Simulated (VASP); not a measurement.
# In (I4/mmm) in VASP: a series of runs, part 2 of 2

VASP 6.6.1. The steps go on from the part before.

## (6) Single point, LDA

This run uses another cell than the first one, of 26.14 Å³/atom, 1.042 times its volume.

File INCAR:

```
PREC = Accurate
ENCUT = 520
EDIFF = 1E-6
ISMEAR = -1
SIGMA = 0.05
LREAL = F
LASPH = T
NELM = 100
ALGO = Normal
ISIF = 2
LWAVE = F
LCHARG = T
LELF = T
LVHAR = T
NBANDS = 12
```

File KPOINTS:

```
Automatic mesh
0
Gamma
  11 11 11
```

File POSCAR:

```
In
1.0
   -1.6254700000      1.6254700000      2.4737000000
    1.6254700000     -1.6254700000      2.4737000000
    1.6254700000      1.6254700000     -2.4737000000
In
1
Direct
    0.0000000000      0.0000000000      0.0000000000
```

Potentials or basis: VASP PAW LDA potentials, release 64 (In_d).

On the command line:

```console
$ cat potpaw_LDA.64/In_d/POTCAR > POTCAR
$ mpirun -np 1 vasp_std > vasp.out
```

OUTCAR:

```text
PREC = Accurate
   ENCUT = 520
   EDIFF = 1E-6
   ISMEAR = -1
   LREAL = F
   LASPH = T
   NELM = 100
   ISIF = 2

 ion  position               nearest neighbor table
   1  0.000  0.000  0.000-

  LATTYP: Found a body centered tetragonal cell.
 ALAT       =     3.2509400000
 C/A-ratio  =     1.5218367611

  Lattice vectors:

 A1 = (  -1.6254700000,   1.6254700000,   2.4737000000)
 A2 = (   1.6254700000,  -1.6254700000,   2.4737000000)
 A3 = (   1.6254700000,   1.6254700000,  -2.4737000000)

Analysis of symmetry for initial positions (statically):
=====================================================================
 Subroutine PRICEL returns:
 Original cell was already a primitive cell.

 Routine SETGRP: Setting up the symmetry group for a
 body centered tetragonal supercell.

 Subroutine GETGRP returns: Found 16 space group operations
 (whereof 16 operations were pure point group operations)
 out of a pool of 16 trial point group operations.

The static configuration has the point symmetry D_4h.

Analysis of symmetry for dynamics (positions and initial velocities):
=====================================================================
 Subroutine PRICEL returns:
 Original cell was already a primitive cell.

 Routine SETGRP: Setting up the symmetry group for a
 body centered tetragonal supercell.

 Subroutine GETGRP returns: Found 16 space group operations
 (whereof 16 operations were pure point group operations)
 out of a pool of 16 trial point group operations.

The dynamic configuration has the point symmetry D_4h.

 Subroutine INISYM returns: Found 16 space group operations
 (whereof 16 operations are pure point group operations),
 and found     1 'primitive' translations

----------------------------------------------------------------------------------------

                                     Primitive cell

[... 108 lines left out ...]
     AMIX_MAG =   1.60;   BMIX_MAG =  1.00
  volume/ion in A,a.u.               =      26.14       176.43
  Fermi-wavevector in a.u.,A,eV,Ry     =   1.296983  2.450943 22.887245  1.682165
  Thomas-Fermi vector in A             =   2.428405
   LORBIT       =      0    0 simple, 1 ext, 2 COOP (PROOUT), +10 PAW based schemes
   GGA     = CA    functional components
   LHFCALC =     F    Hartree Fock is set to
   AEXX    =    0.0000 exact exchange contribution
   IVDW    =     0    specifies the selected vdW correction
   LEPSILON=     F    determine dielectric tensor
   LRPA    =     F    only Hartree local field effects (RPA)
 non-spin polarized calculation
  energy-cutoff  :      520.00
  volume of cell :       26.14
 maximum number of plane-waves:       718
 NGX is ok and might be reduce to    28
   NGX = 13   NGY = 13   NGZ = 13

 number of electron      13.0000006 magnetization

 Free energy of the ion-electron system (eV)
  ---------------------------------------------------
  ext. energy  EPLUGINS =         0.00000000
  ---------------------------------------------------
  free energy    TOTEN  =        -3.20480864 eV

  energy without entropy =       -3.20082739  energy(sigma->0) =       -3.20281801

 E-fermi :   7.2431     XC(G=0): -10.5298

 val. band max:        7.2146954748   @ k =  -0.4545  -0.4545   0.1818
 cond. band min:       7.2535613627   @ k =  -0.4545   0.4545   0.2727
 fundamental gap:      0.0388658878
 Fermi energy:         7.2431228414

 k-point     1 :       0.0000    0.0000    0.0000
  band No.  band energies     occupation
      1      -7.3982      2.00000
      2      -7.2889      2.00000
      3      -7.2889      2.00000
      4      -7.2057      2.00000
      5      -7.1014      2.00000
      6      -2.3439      2.00000
      7      17.6508      0.00000
      8      17.6508      0.00000
      9      17.8136      0.00000
     10      18.9141      0.00000
     11      21.2416      0.00000
     12      21.3728      0.00000
[... 331 lines left out ...]
 k-point    24 :      -0.1818    0.1818    0.0000
  band No.  band energies     occupation
      1      -7.3600      2.00000
      2      -7.2636      2.00000
      3      -7.2131      2.00000
      4      -7.2080      2.00000
      5      -7.1231      2.00000
      6      -1.3242      2.00000
      7      14.3336      0.00000
      8      14.5881      0.00000
      9      15.2233      0.00000
     10      16.6656      0.00000
     11      18.8087      0.00000
     12      23.7160      0.00000

 [... further k-points ...]
[... 5 lines left out ...]
  --------------------------------------------------------------------------------------
  -------------------------------------------------------------------------------------
  Total       -0.4064443     -0.4064443     -0.4293159      0.0000000     -0.0000000      0.0000000
  in kB      -24.9084504    -24.9084504    -26.3101046      0.0000000     -0.0000000      0.0000000
  external PRESSURE =     -25.3756685 kB  Pullay stress =       0.0000000 kB

 VOLUME and BASIS-vectors are now :
 -----------------------------------------------------------------------------
  energy-cutoff  :      520.00
  volume of cell :       26.14
      direct lattice vectors                 reciprocal lattice vectors
    -1.625470000  1.625470000  2.473700000     0.000000000  0.307603339  0.202126369
     1.625470000 -1.625470000  2.473700000     0.307603339  0.000000000  0.202126369
     1.625470000  1.625470000 -2.473700000     0.307603339  0.307603339  0.000000000

 POSITION                                       TOTAL-FORCE (eV/Angst)
 -----------------------------------------------------------------------------------
      0.00000      0.00000      0.00000         0.000000      0.000000      0.000000
 -----------------------------------------------------------------------------------
    total drift:                               -0.000000     -0.000000     -0.000000

  FREE ENERGIE OF THE ION-ELECTRON SYSTEM (eV)
  ---------------------------------------------------
  free  energy   TOTEN  =        -3.2048086421 eV

  energy  without entropy=       -3.2008273860  energy(sigma->0) =       -3.20281801
```

Wall time 29 s (1 thread of Intel Xeon Platinum 8259CL at 2.50GHz (Skylake/Cascade Lake), shared host); peak memory 0.16 GiB.

Results:

| Quantity | Value |
| --- | --- |
| Free energy | -3.2048 eV |
| Pressure | -2.5 GPa |

Caveat: spin-orbit coupling is left out, which moves the levels of the heavy elements.

## (7) Overview

```tsv
level	potentials or basis	cell	gap on the mesh (eV)	pressure (GPa)
LDA	VASP PAW LDA potentials, release 64 (In_d)	a = 3.331 Å, angles 122.5, 122.5, 85.8°, 1 atom	none	-0.9
PBE	VASP PAW PBE potentials, release 64 (In_d)	a = 3.331 Å, angles 122.5, 122.5, 85.8°, 1 atom	none	4.1
LDA	VASP PAW LDA potentials, release 64 (In_d)	a = 3.354 Å, angles 122.5, 122.5, 85.8°, 1 atom	none	-1.8
PBE	VASP PAW PBE potentials, release 64 (In_d)	a = 3.354 Å, angles 122.5, 122.5, 85.8°, 1 atom	none	3.0
LDA	VASP PAW LDA potentials, release 64 (In_d)	a = 3.377 Å, angles 122.5, 122.5, 85.8°, 1 atom	none	-2.5
```

Alike in all rows: task single point; no spin polarisation; k mesh 11 × 11 × 11; cutoff (eV) 520; smearing fermi-dirac 0.05 eV.

Caveats: spin-orbit coupling is left out, which moves the levels of the heavy elements.

Absolute energies hang on the potentials; compare differences alone.
